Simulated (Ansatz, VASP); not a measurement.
# TlCl: VASP beside Ansatz

INCAR

```
SYSTEM = TlCl
ALGO     = Normal         ! electronic algorithm
EDIFF    = 1E-6           ! SCF threshold, eV
ENCUT    = 500            ! plane-wave cutoff, eV
GGA      = PS             ! functional
GGA_COMPAT= .False.      
ISIF     = 2              ! what is computed and relaxed
ISMEAR   = 1              ! smearing method
LASPH    = .True.         ! aspherical terms in the spheres
LCHARG   = .False.        ! write CHGCAR
LREAL    = .False.        ! projectors in reciprocal space
LWAVE    = .False.        ! write WAVECAR
NBANDS   = 17             ! bands
NELM     = 120            ! most SCF steps
PREC     = Accurate       ! precision mode
SIGMA    = 0.001          ! smearing width, eV
```

Contents of KPOINTS:

```
k-points
0
Gamma
  4 4 4
  0 0 0
```

The input POSCAR:

```
TlCl
1.0
    3.8388256296      0.0000000000      0.0000000000
    0.0000000000      3.8388256296      0.0000000000
    0.0000000000      0.0000000000      3.8388256296
Tl Cl
1 1
Direct
    0.0000000000      0.0000000000      0.0000000000
    0.5000000000      0.5000000000      0.5000000000
```

Input for Ansatz:

```yaml
crystal:
  lattice:
    - [3.8388256296, 0.0, 0.0]
    - [0.0, 3.8388256296, 0.0]
    - [0.0, 0.0, 3.8388256296]
  atoms:
    - { symbol: Tl, position: [0.0, 0.0, 0.0] }
    - { symbol: Cl, position: [0.5, 0.5, 0.5] }
kpoints:
  mp_grid: { grid: [4, 4, 4] }
hamiltonian:
  xc: pbesol
scf:
  occupations: { method: methfessel_paxton, width: 0.001 }
  n_extra_bands: 4
output:
  forces: true
  stress: true
  eigenvalues: true
```

Alike in both runs: task single point; functional PBEsol; k mesh 4 × 4 × 4; occupations methfessel-paxton of order 1, width 0.001 eV; no spin polarisation.

```csv
,VASP,Ansatz
version,VASP 6.6.1,Ansatz 0.2.0
potentials or method,"VASP PAW PBE potentials, release 64 (Tl_d, Cl)",plane waves
plane-wave cutoff (eV),500,420
valence electrons in the cell,20,20
```

```tsv
	VASP	Ansatz	Ansatz less VASP
gap on the k mesh at the Fermi level (eV)	1.94	1.94	-0.006
pressure (GPa)	-1.4	-1.3	+0.05
```

VASP's potentials were made for PBE, not for PBEsol. With one functional, cell and mesh, what is left measures potentials, basis and numerics.

Spin-orbit coupling is off throughout.
